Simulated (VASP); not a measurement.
# LiH (I4/mmm) in VASP: further runs, part 2 of 2

VASP 6.6.1. Earlier steps stand in the parts before.

### Step 3. Single point, LDA (strain +0.080 along x and y, +0.000 along z)

INCAR reads:

```
SYSTEM = LiH
PREC = Accurate
ENCUT = 520
EDIFF = 1E-6
ISMEAR = 0
SIGMA = 0.05
LREAL = .FALSE.
LASPH = .TRUE.
NELM = 60
ALGO = Normal
ISIF = 2
LWAVE = .FALSE.
LCHARG = .FALSE.
GGA = CA
NBANDS = 9
```

KPOINTS reads:

```
Automatic mesh
0
G
  10 10 10
  0 0 0
```

POSCAR reads:

```
LiH
1.0
    0.0000000000      2.1951000000      2.0325000000
    2.1951000000      0.0000000000      2.0325000000
    2.1951000000      2.1951000000      0.0000000000
Li H
1 1
Direct
    0.0000000000      0.0000000000      0.0000000000
    0.5000000000      0.5000000000      0.5000000000
```

Potentials or basis: VASP PAW LDA potentials, release 64 (Li_sv, H).

The run is started by

```sh
$ cat potpaw_LDA.64/Li_sv/POTCAR potpaw_LDA.64/H/POTCAR > POTCAR
$ mpirun -np 1 vasp_std > vasp.out
```

OUTCAR:

```text
SYSTEM = LiH
   PREC = Accurate
   ENCUT = 520
   EDIFF = 1E-6
   ISMEAR = 0
   LREAL = .FALSE.
   LASPH = .TRUE.
   NELM = 60
   ISIF = 2
   GGA = CA

 ion  position               nearest neighbor table
   1  0.000  0.000  0.000-
   2  0.500  0.500  0.500-

  LATTYP: Found a body centered tetragonal cell.
 ALAT       =     3.1043401908
 C/A-ratio  =     1.3094570022

  Lattice vectors:

 A1 = (   0.0000000000,  -2.1951000000,  -2.0325000000)
 A2 = (   0.0000000000,   2.1951000000,  -2.0325000000)
 A3 = (   2.1951000000,   0.0000000000,   2.0325000000)

Analysis of symmetry for initial positions (statically):
=====================================================================
 Subroutine PRICEL returns:
 Original cell was already a primitive cell.

 Routine SETGRP: Setting up the symmetry group for a
 body centered tetragonal supercell.

 Subroutine GETGRP returns: Found 16 space group operations
 (whereof 16 operations were pure point group operations)
 out of a pool of 16 trial point group operations.

The static configuration has the point symmetry D_4h.

Analysis of symmetry for dynamics (positions and initial velocities):
=====================================================================
 Subroutine PRICEL returns:
 Original cell was already a primitive cell.

 Routine SETGRP: Setting up the symmetry group for a
 body centered tetragonal supercell.

 Subroutine GETGRP returns: Found 16 space group operations
 (whereof 16 operations were pure point group operations)
 out of a pool of 16 trial point group operations.

The dynamic configuration has the point symmetry D_4h.

 Subroutine INISYM returns: Found 16 space group operations
 (whereof 16 operations are pure point group operations),
 and found     1 'primitive' translations

----------------------------------------------------------------------------------------

                                     Primitive cell

  volume of cell :      19.5871

  direct lattice vectors                    reciprocal lattice vectors
     0.000000000  2.195100000  2.032500000    -0.227780056  0.227780056  0.246002460
     2.195100000  0.000000000  2.032500000     0.227780056 -0.227780056  0.246002460
     2.195100000  2.195100000  0.000000000     0.227780056  0.227780056 -0.246002460

  length of vectors
     2.991574880  2.991574880  3.104340191     0.405320512  0.405320512  0.405320512

  position of ions in fractional coordinates (direct lattice)
     0.000000000  0.000000000  0.000000000
     0.500000000  0.500000000  0.500000000

  ion indices of the primitive-cell ions
   primitive index   ion index
                 1           1
                 2           2

----------------------------------------------------------------------------------------

 KPOINTS: Automatic mesh

Automatic generation of k-mesh.
 Grid dimensions read from file:
 generate k-points for:   10   10   10

 Generating k-lattice:

  Cartesian coordinates                     Fractional coordinates (reciprocal lattice)
    -0.022778006  0.022778006  0.024600246     0.100000000  0.000000000  0.000000000
     0.022778006 -0.022778006  0.024600246     0.000000000  0.100000000  0.000000000
     0.022778006  0.022778006 -0.024600246    -0.000000000 -0.000000000  0.100000000

  Length of vectors
     0.040532051  0.040532051  0.040532051

  Shift w.r.t. Gamma in fractional coordinates (k-lattice)
     0.000000000  0.000000000  0.000000000

 Subroutine IBZKPT returns following result:
 ===========================================

 Found    102 irreducible k-points:

 Following reciprocal coordinates:
            Coordinates               Weight
  0.000000  0.000000  0.000000      1.000000
  0.100000  0.000000  0.000000      8.000000
  0.200000  0.000000  0.000000      8.000000
  0.300000  0.000000  0.000000      8.000000
  0.400000  0.000000  0.000000      8.000000
  0.500000  0.000000  0.000000      4.000000
[... 16 lines left out ...]
  0.300000  0.300000  0.000000      2.000000
  0.400000  0.300000  0.000000      8.000000
 [... further k-points ...]
   k-points           NKPTS =    102   k-points in BZ     NKDIM =    102   number of bands    NBANDS=      9
   number of dos      NEDOS =    301   number of ions     NIONS =      2
   total plane-waves  NPLWV =  13824
   dimension x,y,z NGX =    24 NGY =   24 NGZ =   24
   dimension x,y,z NGXF=    48 NGYF=   48 NGZF=   48
   ions per type =               1   1
   NGX,Y,Z   is equivalent  to a cutoff of  13.34, 13.34, 12.85 a.u.
   NGXF,Y,Z  is equivalent  to a cutoff of  26.67, 26.67, 25.71 a.u.
 SYSTEM =  LiH
   PREC   = accura    normal or accurate (medium, high low for compatibility)
   ISTART =      0    job   : 0-new  1-cont  2-samecut
   ICHARG =      2    charge: 1-file 2-atom 10-const
   ISPIN  =      1    spin polarized calculation?
   LNONCOLLINEAR =      F non collinear calculations
   LSORBIT =      F    spin-orbit coupling
   LASPH  =      T    aspherical Exc in radial PAW
   ENCUT  =  520.0 eV  38.22 Ry    6.18 a.u.   5.56  5.56  5.77*2*pi/ulx,y,z
   NELM   =     60;   NELMIN=  2; NELMDL= -5     # of ELM steps
   EDIFF  = 0.1E-05   stopping-criterion for ELM
   LREAL  =      F    real-space projection
   EDIFFG = 0.1E-04   stopping-criterion for IOM
   NSW    =      0    number of steps for IOM
   IBRION =     -1    ionic relax: 0-MD 1-quasi-New 2-CG
   NFREE  =      0    steps in history (QN), initial steepest desc. (CG)
   ISIF   =      2    stress and relaxation
   ISYM   =      2    0-nonsym 1-usesym 2-fastsym
   POTIM  = 0.5000    time-step for ionic-motion
   TEBEG  =    0.0;   TEEND  =   0.0 temperature during run
   PSTRESS=    0.0 pullay stress
   NELECT =       4.0000    total number of electrons
   NUPDOWN=      -1.0000    fix difference up-down
   EMIN   =  10.00;   EMAX   =-10.00  energy-range for DOS
   EFERMI =   0.00;   METHOD = LEGACY
   ISMEAR =     0;   SIGMA  =   0.05  broadening in eV -4-tet -1-fermi 0-gaus
   EFERMI_NEDOS =   21; number of points for ismear=-14 and -15
   IALGO  =     38    algorithm
   IMIX   =      4    mixing-type and parameters
     AMIX     =   0.40;   BMIX     =  1.00
     AMIX_MAG =   1.60;   BMIX_MAG =  1.00
  volume/ion in A,a.u.               =       9.79        66.09
  Fermi-wavevector in a.u.,A,eV,Ry     =   0.964062  1.821814 12.645474  0.929416
  Thomas-Fermi vector in A             =   2.093661
   LORBIT       =      0    0 simple, 1 ext, 2 COOP (PROOUT), +10 PAW based schemes
   GGA     = CA    functional components
   LHFCALC =     F    Hartree Fock is set to
   AEXX    =    0.0000 exact exchange contribution
   IVDW    =     0    specifies the selected vdW correction
   LEPSILON=     F    determine dielectric tensor
   LRPA    =     F    only Hartree local field effects (RPA)
 non-spin polarized calculation
 Gauss-broadening in eV      SIGMA  =   0.05
  energy-cutoff  :      520.00
  volume of cell :       19.59
 maximum number of plane-waves:       544
 NGX is ok and might be reduce to    24
   NGX = 11   NGY = 11   NGZ = 11

 number of electron       3.9999993 magnetization

 Free energy of the ion-electron system (eV)
  ---------------------------------------------------
  ext. energy  EPLUGINS =         0.00000000
  ---------------------------------------------------
  free energy    TOTEN  =        -6.36601567 eV

  energy without entropy =       -6.36601567  energy(sigma->0) =       -6.36601567

 E-fermi :  -0.0091     XC(G=0):  -8.1774

 val. band max:       -0.3055295819   @ k =   0.5000   0.5000   0.0000
 cond. band min:       1.8163061591   @ k =   0.5000   0.0000   0.5000
 fundamental gap:      2.1218357410
 Fermi energy:        -0.0090696449

 k-point     1 :       0.0000    0.0000    0.0000
  band No.  band energies     occupation
      1     -44.3261      2.00000
      2      -5.4904      2.00000
      3      13.0134      0.00000
      4      14.5468      0.00000
      5      15.1447      0.00000
      6      15.1447      0.00000
      7      19.3182      0.00000
      8      19.3182      0.00000
      9      19.7118      0.00000

 k-point     2 :       0.1000    0.0000    0.0000
  band No.  band energies     occupation
      1     -44.3238      2.00000
      2      -5.3275      2.00000
      3      11.8812      0.00000
      4      14.0155      0.00000
      5      14.5991      0.00000
      6      14.6921      0.00000
      7      18.8742      0.00000
      8      19.9752      0.00000
      9      20.1873      0.00000
[... 253 lines left out ...]
 k-point    24 :       0.4000    0.3000    0.0000
  band No.  band energies     occupation
      1     -44.2970      2.00000
      2      -2.4805      2.00000
      3       5.8830      0.00000
      4       8.2590      0.00000
      5       9.1056      0.00000
      6      13.1383      0.00000
      7      14.0250      0.00000
      8      24.8891      0.00000
      9      25.3485      0.00000

 [... further k-points ...]
[... 5 lines left out ...]
  --------------------------------------------------------------------------------------
  -------------------------------------------------------------------------------------
  Total       -0.9458463     -0.9458463     -0.6293620      0.0000000      0.0000000     -0.0000000
  in kB      -77.3681106    -77.3681106    -51.4803980      0.0000000      0.0000000     -0.0000000
  external PRESSURE =     -68.7388731 kB  Pullay stress =       0.0000000 kB

 VOLUME and BASIS-vectors are now :
 -----------------------------------------------------------------------------
  energy-cutoff  :      520.00
  volume of cell :       19.59
      direct lattice vectors                 reciprocal lattice vectors
     0.000000000  2.195100000  2.032500000    -0.227780056  0.227780056  0.246002460
     2.195100000  0.000000000  2.032500000     0.227780056 -0.227780056  0.246002460
     2.195100000  2.195100000  0.000000000     0.227780056  0.227780056 -0.246002460

 POSITION                                       TOTAL-FORCE (eV/Angst)
 -----------------------------------------------------------------------------------
      0.00000      0.00000      0.00000         0.000000     -0.000000     -0.000000
      2.19510      2.19510      2.03250        -0.000000      0.000000      0.000000
 -----------------------------------------------------------------------------------
    total drift:                                0.000000     -0.000000     -0.000000

  FREE ENERGIE OF THE ION-ELECTRON SYSTEM (eV)
  ---------------------------------------------------
  free  energy   TOTEN  =        -6.3660156669 eV

  energy  without entropy=       -6.3660156669  energy(sigma->0) =       -6.36601567
```

OSZICAR:

```text
N       E                     dE             d eps       ncg     rms          rms(c)
DAV:   1    -0.179362517012E+01   -0.17936E+01   -0.13886E+03  1860   0.399E+02
DAV:   2    -0.652260736779E+01   -0.47290E+01   -0.46367E+01  2474   0.537E+01
DAV:   3    -0.661435596353E+01   -0.91749E-01   -0.91703E-01  2316   0.610E+00
DAV:   4    -0.661542457203E+01   -0.10686E-02   -0.10686E-02  2532   0.522E-01
DAV:   5    -0.661542989895E+01   -0.53269E-05   -0.53269E-05  2424   0.287E-02    0.273E+00
DAV:   6    -0.642400386076E+01    0.19143E+00   -0.19079E-01  2051   0.117E+00    0.131E+00
DAV:   7    -0.636514318136E+01    0.58861E-01   -0.20188E-01  2167   0.135E+00    0.203E-01
DAV:   8    -0.636607347735E+01   -0.93030E-03   -0.44751E-03  2007   0.439E-01    0.435E-02
DAV:   9    -0.636601574569E+01    0.57732E-04   -0.20423E-04  2418   0.451E-02    0.858E-03
DAV:  10    -0.636601566693E+01    0.78761E-07   -0.56634E-06  2155   0.166E-02
   1 F= -.63660157E+01 E0= -.63660157E+01  d E =-.152265E-19
```

Run time: 5.9 s. Hardware: 1 thread of Intel Xeon Platinum 8375C at 2.90GHz (Ice Lake), shared host; peak memory 0.13 GiB.

What came out:

```yaml
Free_energy: -6.3660 eV
Band_gap_on_the_k_mesh: 2.12 eV, indirect (least direct gap 2.65 eV)
```

Caveat: the cell differs from its parent crystal (strain +0.080 along x and y, +0.000 along z); the cutoff is under 1.25 times the usual one of these potentials, so pressure, stress and relaxed cells hold a basis-set (Pulay) error.
